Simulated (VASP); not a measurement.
Si, 1 atom in the cell. It takes space group I4/mmm (No. 139, tetragonal). The conventional cell has a = 3.254 Å, b = 3.254 Å, c = 2.641 Å, α = 90.00°, β = 90.00°, γ = 90.00°. Si (site symmetry 4/mmm) has 14 Si at 2.64 to 3.25 Å within 3.5 Å. 

| Property | Result |
| --- | --- |
| Program | VASP 6.6.1 |
| Task | single point |
| Functional | r2SCAN |
| Potentials or basis | VASP PAW PBE potentials, release 64 (Si) |
| Cutoff | 520 eV |
| k mesh | 13 × 13 × 13 |
| Occupations | methfessel-paxton, width 0.1 eV |
| Spin | no spin polarisation |
| Dipole correction | no |
| Further INCAR settings | ALGO = Normal; EDIFF = 1e-07; NBANDS = 8 |

Potentials or basis: VASP PAW PBE potentials, release 64 (Si).

Run with:

```bash
$ cat potpaw_PBE.64/Si/POTCAR > POTCAR
$ cp INCAR.step1 INCAR
$ mpirun -np 1 vasp_std > vasp.out
$ cp INCAR.step2 INCAR
$ mpirun -np 1 vasp_std > vasp.out
```

Hardware: 1 thread of Intel Xeon 8259CL (shared host).

Problem. How long does it take, and how much memory?

Solution. It took 97 s on 1 thread of Intel Xeon 8259CL (shared host), peak memory 0.13 GiB. Counts: k points 196.
